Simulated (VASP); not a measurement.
A run of VASP 6.6.1:

Contents of INCAR:

```
SYSTEM = Ir2Pb
ALGO = Fast
EDIFF = 1E-6
ENCUT = 520
GGA = PE
ISIF = 2
ISMEAR = 0
LASPH = .TRUE.
LCHARG = .TRUE.
LELF = .TRUE.
LREAL = .FALSE.
LVHAR = .TRUE.
LWAVE = .FALSE.
NBANDS = 41
NELM = 80
PREC = Accurate
SIGMA = 0.1
```

KPOINTS

```
k-points
0
G
  4 4 4
  0 0 0
```

File POSCAR:

```
Ir2Pb
1.0
    0.0000000000      3.8344154697      3.8344154697
    3.8344154697      0.0000000000      3.8344154697
    3.8344154697      3.8344154697      0.0000000000
Ir Pb
4 2
Direct
    0.6250000000      0.6250000000      0.6250000000
    0.1250000000      0.6250000000      0.6250000000
    0.6250000000      0.6250000000      0.1250000000
    0.6250000000      0.1250000000      0.6250000000
    0.0000000000      0.0000000000      0.0000000000
    0.2500000000      0.2500000000      0.2500000000
```

Potentials or basis: VASP PAW PBE potentials, release 64 (Ir, Pb_d).

Run with:

```console
$ cat potpaw_PBE.64/Ir/POTCAR potpaw_PBE.64/Pb_d/POTCAR > POTCAR
$ mpirun -np 1 vasp_std > vasp.out
```

Hardware: 1 thread of Intel(R) Xeon(R) Platinum 8375C CPU @ 2.90GHz (Ice Lake) (shared host).

Task: How long does it take, and how much memory?

Result: Run time: 43 s on 1 thread of Intel(R) Xeon(R) Platinum 8375C CPU @ 2.90GHz (Ice Lake), on a shared host, peak memory 0.24 GiB. Counts: scf iterations 15, k points 8.
